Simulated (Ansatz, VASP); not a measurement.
One calculation of MgI2, two programs

```
Mg I
1.0
     4.07748    0.00000    0.00000
    -2.03874    3.53120    0.00000
     0.00000    0.00000    6.68856
Mg I
1 2
Direct
  0.00000 0.00000 0.00000
  0.33333 0.66667 0.73740
  0.66667 0.33333 0.26260
```

Alike in both runs: task single point; functional LDA; k mesh 6 × 6 × 4; occupations gaussian, width 0.05 eV; no spin polarisation.

```csv
,VASP,Ansatz
version,VASP 6.6.1,Ansatz 0.2.0
potentials or method,"VASP PAW LDA potentials, release 64 (Mg, I), cutoff 520 eV","scalar-relativistic, plane waves, PAW"
valence electrons in the cell,16,44
```

Ansatz gave:

| Item | Value |
| --- | --- |
| gap on the k mesh at the Fermi level (eV) | 3.23 |
| least direct gap on the mesh (eV) | 3.35 |
| pressure (GPa) | -1.4 |
| traceless stress, the component that is largest in VASP (GPa) | -0.88 |
| rms of the force components (eV/Å) | 0.257 |

Which values does VASP return?

gap on the k mesh at the Fermi level (eV): 3.21; least direct gap on the mesh (eV): 3.37; pressure (GPa): -1.5; traceless stress, the component that is largest in VASP (GPa): -0.86; rms of the force components (eV/Å): 0.263.

LDA's correlation is that of Perdew and Zunger in VASP and of Perdew and Wang (1992) in Ansatz. Atom by atom the forces differ by 0.006 eV/Å (rms over components). VASP's potentials hold 16 valence electrons a cell and Ansatz's 44, so a difference there can come from the potentials and not from the codes.

Neither program's run includes spin-orbit coupling.
